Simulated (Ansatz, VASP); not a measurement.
**One calculation of MgCd2Se3, two programs**

INCAR

```
ALGO = Normal
EDIFF = 1E-6
ENCUT = 520
GGA = PE
ISIF = 2
ISMEAR = 0
LASPH = True
LCHARG = False
LREAL = False
LWAVE = False
NBANDS = 56
NELM = 100
PREC = Accurate
SIGMA = 0.02
```

File KPOINTS:

```
k-points
0
Gamma
  6 6 2
```

File POSCAR:

```
MgCd2Se3
1.0
    4.3424622114      0.0000000000      0.0000000000
   -2.1712311057      3.7606825901      0.0000000000
    0.0000000000      0.0000000000     21.1685868000
Mg Cd Se
2 4 6
Direct
    0.6666666667      0.3333333333      0.3318170000
    0.3333333333      0.6666666667      0.8318170000
    0.6666666667      0.3333333333      0.9984630000
    0.6666666667      0.3333333333      0.6688710000
    0.3333333333      0.6666666667      0.1688710000
    0.3333333333      0.6666666667      0.4984630000
    0.6666666667      0.3333333333      0.1252810000
    0.6666666667      0.3333333333      0.4548870000
    0.6666666667      0.3333333333      0.7956810000
    0.3333333333      0.6666666667      0.2956810000
    0.3333333333      0.6666666667      0.6252810000
    0.3333333333      0.6666666667      0.9548870000
```

Input for Ansatz:

```yaml
crystal:
  lattice:
    - [4.3424622114, 0.0, 0.0]
    - [-2.1712311057, 3.7606825901, 0.0]
    - [0.0, 0.0, 21.1685868]
  atoms:
    - { symbol: Mg, position: [0.6666666667, 0.3333333333, 0.331817] }
    - { symbol: Mg, position: [0.3333333333, 0.6666666667, 0.831817] }
    - { symbol: Cd, position: [0.6666666667, 0.3333333333, 0.998463] }
    - { symbol: Cd, position: [0.6666666667, 0.3333333333, 0.668871] }
    - { symbol: Cd, position: [0.3333333333, 0.6666666667, 0.168871] }
    - { symbol: Cd, position: [0.3333333333, 0.6666666667, 0.498463] }
    - { symbol: Se, position: [0.6666666667, 0.3333333333, 0.125281] }
    - { symbol: Se, position: [0.6666666667, 0.3333333333, 0.454887] }
    - { symbol: Se, position: [0.6666666667, 0.3333333333, 0.795681] }
    - { symbol: Se, position: [0.3333333333, 0.6666666667, 0.295681] }
    - { symbol: Se, position: [0.3333333333, 0.6666666667, 0.625281] }
    - { symbol: Se, position: [0.3333333333, 0.6666666667, 0.954887] }
basis:
  ecutwfc: 420
kpoints:
  mp_grid: { grid: [6, 6, 2] }
  band_path:
    path:
      - [[0.0, 0.0, 0.0], [0.5, 0.0, 0.0], [0.33333333, 0.33333333, 0.0], [0.0, 0.0, 0.0], [0.0, 0.0, 0.5], [0.5, 0.0, 0.5], [0.33333333, 0.33333333, 0.5], [0.0, 0.0, 0.5]]
      - [[0.5, 0.0, 0.5], [0.5, 0.0, 0.0]]
      - [[0.33333333, 0.33333333, 0.5], [0.33333333, 0.33333333, 0.0]]
    npoints: 10
hamiltonian:
  xc: pbe
scf:
  occupations: { method: gaussian, width: 0.02 }
  n_extra_bands: 30
output:
  forces: true
  stress: true
  eigenvalues: true
  populations: true
  dos: { projected: true, de: 0.02, nscf_kmesh: { grid: [9, 9, 3] } }
  bader: false
  write_density: true
  write_potential: true
  elf: true
  volumetric_format: npy
```

Alike in both runs: task single point; functional PBE; k mesh 6 × 6 × 2; occupations gaussian, width 0.02 eV; no spin polarisation.

|  | VASP | Ansatz |
| --- | --- | --- |
| version | VASP 6.6.1 | Ansatz 0.2.0 |
| potentials or method | VASP PAW PBE potentials, release 64 (Mg, Cd, Se), cutoff 520 eV | scalar-relativistic, plane waves, PAW |
| valence electrons in the cell | 88 | 196 |

```tsv
	VASP	Ansatz	Ansatz less VASP
gap on the k mesh at the Fermi level (eV)	1.01	1.01	+0.002
least direct gap on the mesh (eV)	1.01	1.01	+0.002
pressure (GPa)	0.2	0.0	-0.16
rms of the force components (eV/Å)	0.010	0.001	-0.0095
```

Atom by atom the forces differ by 0.010 eV/Å (rms over components). With one functional, cell and mesh, what is left measures potentials, basis and numerics. VASP's potentials hold 88 valence electrons a cell and Ansatz's 196, so a difference there can come from the potentials and not from the codes.
